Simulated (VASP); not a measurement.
# AgI (P6_3mc) in VASP: a series of runs, part 2 of 2

VASP 6.6.1.

### Step 5. Single point, PBE (equal strain along all axes, cell held: +1.5 %, then relaxed in part)

Contents of INCAR:

```
  PREC = Accurate
  ENCUT = 500
  EDIFF = 1E-6
  ISMEAR = 0
  SIGMA = 0.02
  LREAL = F
  LASPH = T
  NELM = 120
  ALGO = Normal
  ISIF = 2
  LWAVE = F
  LCHARG = F
  GGA = PE
  NBANDS = 26
  GGA_COMPAT = F
```

Contents of KPOINTS:

```
regular mesh
0
Gamma
  6 6 4
```

Contents of POSCAR:

```
AgI
1.0
    4.7565811240      0.0000000000      0.0000000000
   -2.3782905620      4.1193200886      0.0000000000
    0.0000000000      0.0000000000      7.7760493998
Ag I
2 2
Direct
    0.3333333333      0.6666666667      0.0024494355
    0.6666666667      0.3333333333      0.5024494355
    0.3333333333      0.6666666667      0.3774505645
    0.6666666667      0.3333333333      0.8774505645
```

Potentials or basis: VASP PAW PBE potentials, release 64 (Ag, I).

Command:

```sh
> cat potpaw_PBE.64/Ag/POTCAR potpaw_PBE.64/I/POTCAR > POTCAR
> mpirun -np 1 vasp_std > vasp.out
```

OUTCAR:

```text
PREC = Accurate
   ENCUT = 500
   EDIFF = 1E-6
   ISMEAR = 0
   LREAL = F
   LASPH = T
   NELM = 120
   ISIF = 2
   GGA = PE

 ion  position               nearest neighbor table
   1  0.333  0.667  0.002-   4 2.91   4 2.91   4 2.91   3 2.92
   2  0.667  0.333  0.502-   3 2.91   3 2.91   3 2.91   4 2.92
   3  0.333  0.667  0.377-   2 2.91   2 2.91   2 2.91   1 2.92
   4  0.667  0.333  0.877-   1 2.91   1 2.91   1 2.91   2 2.92

  LATTYP: Found a hexagonal cell.
 ALAT       =     4.7565811240
 C/A-ratio  =     1.6347980192

  Lattice vectors:

 A1 = (   4.7565811240,   0.0000000000,   0.0000000000)
 A2 = (  -2.3782905620,   4.1193200886,   0.0000000000)
 A3 = (   0.0000000000,   0.0000000000,   7.7760493998)

Analysis of symmetry for initial positions (statically):
=====================================================================
 Subroutine PRICEL returns:
 Original cell was already a primitive cell.

 Routine SETGRP: Setting up the symmetry group for a
 hexagonal supercell.

[... 165 lines left out ...]
  free energy    TOTEN  =        -9.55654968 eV

  energy without entropy =       -9.55654968  energy(sigma->0) =       -9.55654968

 E-fermi :   2.1339     XC(G=0):  -7.9439

 val. band max:        2.0089978819   @ k =   0.0000   0.0000   0.0000
 cond. band min:       3.3793936085   @ k =   0.0000   0.0000   0.0000
 fundamental gap:      1.3703957267
 Fermi energy:         2.1338907749

 k-point     1 :       0.0000    0.0000    0.0000
  band No.  band energies     occupation
      1     -10.2489      2.00000
      2     -10.0345      2.00000
      3      -1.6005      2.00000
      4      -1.5999      2.00000
      5      -1.5999      2.00000
      6      -1.4779      2.00000
[... 598 lines left out ...]
     25      10.2155      0.00000
     26      10.2324      0.00000

------------------------ aborting loop because EDIFF is reached ----------------------------------------

  FORCE on cell =-STRESS in cart. coord.  units (eV):
  Direction    XX          YY          ZZ          XY          YZ          ZX
  --------------------------------------------------------------------------------------
  -------------------------------------------------------------------------------------
  Total       -1.0793211     -1.0793211     -1.0873674      0.0000000      0.0000000      0.0000000
  in kB      -11.3496325    -11.3496325    -11.4342430      0.0000000      0.0000000      0.0000000
  external PRESSURE =     -11.3778360 kB  Pullay stress =       0.0000000 kB

 VOLUME and BASIS-vectors are now :
 -----------------------------------------------------------------------------
  energy-cutoff  :      500.00
  volume of cell :      152.36
      direct lattice vectors                 reciprocal lattice vectors
     4.756581124  0.000000000  0.000000000     0.210235035  0.121379254  0.000000000
    -2.378290562  4.119320089  0.000000000     0.000000000  0.242758508  0.000000000
     0.000000000  0.000000000  7.776049400     0.000000000  0.000000000  0.128600006

 POSITION                                       TOTAL-FORCE (eV/Angst)
 -----------------------------------------------------------------------------------
     -0.00000      2.74621      0.01905         0.000000     -0.000000     -0.001514
      2.37829      1.37311      3.90707        -0.000000      0.000000     -0.001514
     -0.00000      2.74621      2.93507         0.000000     -0.000000      0.001514
      2.37829      1.37311      6.82310        -0.000000      0.000000      0.001514
 -----------------------------------------------------------------------------------
    total drift:                               -0.000000     -0.000000      0.000276

  FREE ENERGIE OF THE ION-ELECTRON SYSTEM (eV)
  ---------------------------------------------------
  free  energy   TOTEN  =        -9.5565496842 eV

  energy  without entropy=       -9.5565496842  energy(sigma->0) =       -9.55654968
```

OSZICAR:

```text
N       E                     dE             d eps       ncg     rms          rms(c)
DAV:   1     0.195987902890E+03    0.19599E+03   -0.15118E+04  1092   0.114E+03
DAV:   2     0.694058179752E+00   -0.19529E+03   -0.18752E+03  1218   0.225E+02
DAV:   3    -0.951441151824E+01   -0.10208E+02   -0.10140E+02  1284   0.507E+01
DAV:   4    -0.971203146999E+01   -0.19762E+00   -0.19752E+00  1410   0.696E+00
DAV:   5    -0.971342817796E+01   -0.13967E-02   -0.13967E-02  1274   0.683E-01    0.565E+00
DAV:   6    -0.955312619286E+01    0.16030E+00   -0.50156E-01  1126   0.779E+00    0.428E+00
DAV:   7    -0.955549077047E+01   -0.23646E-02   -0.14932E-01  1142   0.177E+00    0.178E+00
DAV:   8    -0.955613100769E+01   -0.64024E-03   -0.11035E-02  1160   0.962E-01    0.419E-01
DAV:   9    -0.955643491261E+01   -0.30390E-03   -0.23684E-03  1198   0.479E-01    0.889E-02
DAV:  10    -0.955647955320E+01   -0.44641E-04   -0.15823E-04  1190   0.144E-01    0.355E-02
DAV:  11    -0.955655586441E+01   -0.76311E-04   -0.19192E-04  1122   0.100E-01    0.427E-02
DAV:  12    -0.955655025406E+01    0.56104E-05   -0.17302E-05  1280   0.366E-02    0.413E-02
DAV:  13    -0.955654968416E+01    0.56989E-06   -0.72008E-06  1124   0.133E-02
   1 F= -.95565497E+01 E0= -.95565497E+01  d E =-.181772E-20
```

stdout:

```text
POSCAR found type information on POSCAR AgI
 POSCAR found :  2 types and       4 ions
 scaLAPACK will be used
 LDA part: xc-table for (Slater+PW92), standard interpolation
 POSCAR, INCAR and KPOINTS ok, starting setup
 FFT: planning ... GRIDC
 FFT: planning ... GRID_SOFT
 FFT: planning ... GRID
 WAVECAR not read
 entering main loop
```

Run time: 71 s. Hardware: 1 thread of Intel Xeon 6975P-C (Granite Rapids), shared host; peak memory 0.29 GiB.

Results:

| Property | Result |
| --- | --- |
| Free energy | -9.5565 eV |
| Pressure | -1.1 GPa |
| Band gap on the k mesh | 1.37 eV |

Levels at points of the mesh, in eV from the valence-band top:
```
           k point  band 16  band 17  band 18  band 19  band 20  band 21
(0.00, 0.00, 0.00)    -0.05     0.00     0.00     1.37     2.69     5.91
(0.50, 0.00, 0.00)    -1.46    -0.83    -0.58     3.28     3.68     4.97
(0.00, 0.00, 0.50)    -0.30    -0.30    -0.30     2.61     2.61     5.66
(0.50, 0.00, 0.50)    -1.02    -1.02    -1.02     3.32     3.32     4.99
```

Caveat: the cell differs from its parent crystal (equal strain along all axes, cell held: +1.5 %, then relaxed in part); spin-orbit coupling is left out, which moves the levels of the heavy elements.

### Step 6. Single point, PBE (equal strain along all axes, cell held: +3.0 %, then relaxed in part)

Contents of INCAR:

```
SYSTEM = AgI
PREC = Accurate ; ENCUT = 500
EDIFF = 1E-6 ; ISMEAR = 0
SIGMA = 0.02 ; LREAL = .FALSE.
LASPH = .TRUE. ; NELM = 120
ALGO = Normal ; ISIF = 2
LWAVE = .FALSE. ; LCHARG = .TRUE.
GGA = PE ; LELF = .TRUE.
LVHAR = .TRUE. ; NBANDS = 26
GGA_COMPAT = .FALSE.
```

Contents of KPOINTS:

```
Automatic mesh
0
G
  6 6 4
  0 0 0
```

Contents of POSCAR:

```
AgI
1.0
    4.8268754263      0.0000000000      0.0000000000
   -2.4134377132      4.1801967401      0.0000000000
    0.0000000000      0.0000000000      7.8909663860
Ag I
2 2
Direct
    0.3333333333      0.6666666667      0.0024494355
    0.6666666667      0.3333333333      0.5024494355
    0.3333333333      0.6666666667      0.3774505645
    0.6666666667      0.3333333333      0.8774505645
```

Potentials or basis: VASP PAW PBE potentials, release 64 (Ag, I).

Command:

```sh
> cat potpaw_PBE.64/Ag/POTCAR potpaw_PBE.64/I/POTCAR > POTCAR
> mpirun -np 1 vasp_std > vasp.out
```

It took 83 s on 1 thread of Intel Xeon 6975P-C (Granite Rapids), shared host; peak memory 0.29 GiB.

Results (log left out):

```
Free energy            : -9.4937 eV
Pressure               : -1.8 GPa
Band gap on the k mesh : 1.37 eV
```

Forces on the atoms (eV/Å):
```
Ag   0.000  0.000 -0.003
Ag   0.000  0.000 -0.003
I    0.000  0.000  0.003
I    0.000  0.000  0.003
```

Levels at points of the mesh, in eV from the valence-band top:
```tsv
k point	band 14	band 15	band 16	band 17	band 18	band 19	band 20	band 21	band 22	band 23
(0.00, 0.00, 0.00)	-0.53	-0.53	-0.05	0.00	0.00	1.37	2.71	5.97	5.97	6.12
(0.50, 0.00, 0.00)	-2.12	-1.69	-1.34	-0.76	-0.53	3.26	3.70	5.03	5.68	6.41
(0.00, 0.00, 0.50)	-1.38	-0.27	-0.27	-0.27	-0.27	2.59	2.59	5.67	5.67	6.24
(0.50, 0.00, 0.50)	-2.28	-0.93	-0.93	-0.93	-0.93	3.33	3.33	5.03	5.03	7.16
```

Caveat: the cell differs from its parent crystal (equal strain along all axes, cell held: +3.0 %, then relaxed in part); spin-orbit coupling is left out, which moves the levels of the heavy elements.

### Step 7. Summary

| cell | gap on the mesh (eV) | pressure (GPa) |
| --- | --- | --- |
| a = 4.616, b = 4.616, c = 7.546 Å, angles 90.0, 90.0, 120.0°, 4 atoms | 1.37 | 1.3 |
| a = 4.686, b = 4.686, c = 7.661 Å, angles 90.0, 90.0, 120.0°, 4 atoms | 1.37 | -0.1 |
| a = 4.757, b = 4.757, c = 7.776 Å, angles 90.0, 90.0, 120.0°, 4 atoms | 1.37 | -1.1 |
| a = 4.827, b = 4.827, c = 7.891 Å, angles 90.0, 90.0, 120.0°, 4 atoms | 1.37 | -1.8 |

Alike in all rows: task single point; level PBE; potentials or basis VASP PAW PBE potentials, release 64 (Ag, I); no spin polarisation; k mesh 6 × 6 × 4; cutoff (eV) 500; smearing gaussian 0.02 eV.

Caveats: spin-orbit coupling is left out, which moves the levels of the heavy elements.

Absolute energies hang on the potentials; compare differences alone.
